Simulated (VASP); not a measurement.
BP:

```
P B
1.0
     0.00000    2.26900    2.26900
     2.26900    0.00000    2.26900
     2.26900    2.26900    0.00000
P B
1 1
Cartesian
  3.4035 3.4035 3.4035
  0.0000 0.0000 0.0000
```

* Program: VASP 6.6.1
* Task: relaxation of cell and atoms
* Functional: PBEsol
* Dispersion: D4
* Potentials or basis: VASP PAW PBE potentials, release 64 (P, B)
* Cutoff: 600 eV
* k mesh: 15 × 15 × 15
* Occupations: gaussian, width 0.01 eV
* Spin: no spin polarisation

At the start: pressure -4.6 GPa; volume 11.68 Å³/atom.

Task: How do energy, volume and symmetry change on relaxing?

Result: Over 3 steps the energy falls by 4.7 meV/atom and the volume is 11.36 Å³/atom (-2.7 %); space group F-43m (No. 216, to 0.05 Å).

Step by step:
```tsv
step	energy change (eV)	largest force (eV/Å)	pressure (GPa)	volume (Å³)
1	0.0000	0.0000	-4.58	23.36
2	-0.0039	0.0000	3.79	22.25
3	-0.0094	0.0000	0.00	22.72
```

Final structure:
```
P B
1.0
     0.00000    2.24808    2.24808
     2.24808    0.00000    2.24808
     2.24808    2.24808    0.00000
P B
1 1
Cartesian
  3.3721 3.3721 3.3721
  0.0000 0.0000 0.0000
```

Caveat: the PAW data sets were made with another functional, which shifts forces and pressure a little.
